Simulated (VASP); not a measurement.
Here is a VASP 6.6.1 calculation.

The input INCAR:

```
  ALGO = Normal
  EDIFF = 1E-6
  ENCUT = 520
  GGA = PE
  ISIF = 2
  ISMEAR = -1
  LASPH = T
  LCHARG = F
  LREAL = F
  LWAVE = F
  NBANDS = 12
  NELM = 100
  PREC = Accurate
  SIGMA = 0.03
```

KPOINTS

```
k-points
0
Gamma
  10 10 10
```

POSCAR

```
LiF
1.0
    0.0000000000      1.9728864230      1.9728864230
    1.9728864230      0.0000000000      1.9728864230
    1.9728864230      1.9728864230      0.0000000000
Li F
1 1
Direct
    0.0000000000      0.0000000000      0.0000000000
    0.5000000000      0.5000000000      0.5000000000
```

Potentials or basis: VASP PAW PBE potentials, release 64 (Li_sv, F).

Run with:

```sh
$ cat potpaw_PBE.64/Li_sv/POTCAR potpaw_PBE.64/F/POTCAR > POTCAR
$ mpirun -np 1 vasp_std > vasp.out
```

Task: Estimate the band gap on the k mesh.

Result: 9.66 eV, direct.

 A k mesh can miss the band edges.
